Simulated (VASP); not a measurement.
**FeSe2: single point with LDA+U**

FeSe2:

```xyz
6
Lattice="4.7885 0.0000 0.0000 0.0000 5.7782 0.0000 0.0000 0.0000 3.5821" Properties=species:S:1:pos:R:3 pbc="T T T"
Fe    0.0000    0.0000    0.0000
Fe    2.3942    2.8891    1.7910
Se    1.0286    2.1333    0.0000
Se    3.7599    3.6449    0.0000
Se    3.4228    0.7558    1.7910
Se    1.3657    5.0224    1.7910
```

| Property | Result |
| --- | --- |
| Program | VASP 6.6.1 |
| Task | single point |
| Functional | LDA |
| Potentials or basis | VASP PAW LDA potentials, release 64 (Fe, Se) |
| Cutoff | 520 eV |
| k mesh | 4 × 4 × 5 |
| Occupations | gaussian, width 0.05 eV |
| Spin | collinear spin, zero start |
| Starting moments | [0.0, 0.0, 0.0, 0.0, 0.0, 0.0] μB |
| Hubbard terms | Fe d U = 1.0 eV |
| Dipole correction | no |
| Further INCAR settings | ALGO = Normal; EDIFF = 1e-06; NBANDS = 33 |

```yaml
Pressure: -8.0 GPa
Largest_force: 0.221 eV/Å
Band_gap_on_the_k_mesh: 0.56 eV, indirect (least direct gap 0.97 eV)
Net_moment: 0.00 μB per cell
Valence_electrons_inside_the_program's_atomic_spheres: Fe 7.47; Se 3.83
```

Forces on the atoms (eV/Å):
```
Fe   0.000  0.000  0.000
Fe   0.000  0.000  0.000
Se   0.200 -0.094  0.000
Se  -0.200  0.094  0.000
Se   0.200  0.094  0.000
Se  -0.200 -0.094  0.000
```

Stress tensor (GPa, compression positive):
```
-7.68  0.00  0.00
 0.00 -8.67  0.00
 0.00  0.00 -7.58
```

Levels at points of the mesh, in eV from the valence-band top:
Spin up:
```
           k point  band 16  band 17  band 18  band 19  band 20  band 21  band 22  band 23  band 24  band 25
(0.00, 0.00, 0.00)    -0.82    -0.80    -0.77    -0.61    -0.35     0.96     1.30     2.70     2.91     3.23
(0.50, 0.00, 0.00)    -0.90    -0.71    -0.71    -0.07    -0.07     1.48     1.48     2.03     2.03     2.61
(0.00, 0.50, 0.00)    -0.86    -0.80    -0.80    -0.31    -0.31     0.82     0.82     2.31     2.31     2.92
(0.50, 0.50, 0.00)    -1.04    -1.02    -1.02    -0.85    -0.85     0.92     0.92     2.09     2.09     2.76
```
Spin down:
| k point | band 16 | band 17 | band 18 | band 19 | band 20 | band 21 | band 22 | band 23 | band 24 | band 25 |
| --- | --- | --- | --- | --- | --- | --- | --- | --- | --- | --- |
| (0.00, 0.00, 0.00) | -0.82 | -0.80 | -0.77 | -0.61 | -0.35 | 0.96 | 1.30 | 2.70 | 2.91 | 3.23 |
| (0.50, 0.00, 0.00) | -0.90 | -0.71 | -0.71 | -0.07 | -0.07 | 1.48 | 1.48 | 2.03 | 2.03 | 2.61 |
| (0.00, 0.50, 0.00) | -0.86 | -0.80 | -0.80 | -0.31 | -0.31 | 0.82 | 0.82 | 2.31 | 2.31 | 2.92 |
| (0.50, 0.50, 0.00) | -1.04 | -1.02 | -1.02 | -0.85 | -0.85 | 0.92 | 0.92 | 2.09 | 2.09 | 2.76 |

Eigenvalues of the final occupation matrices:
```csv
site,spin,trace,eigenvalues
site 1 d,1,3.28,0.43 0.49 0.75 0.76 0.85
site 1 d,2,3.28,0.43 0.49 0.75 0.76 0.85
site 2 d,1,3.28,0.43 0.49 0.75 0.76 0.85
site 2 d,2,3.28,0.43 0.49 0.75 0.76 0.85
```

It took 64 s on 1 thread of Intel(R) Xeon(R) 6975P-C (Granite Rapids) (shared host), peak memory 0.26 GiB.

A k mesh can miss the band edges.
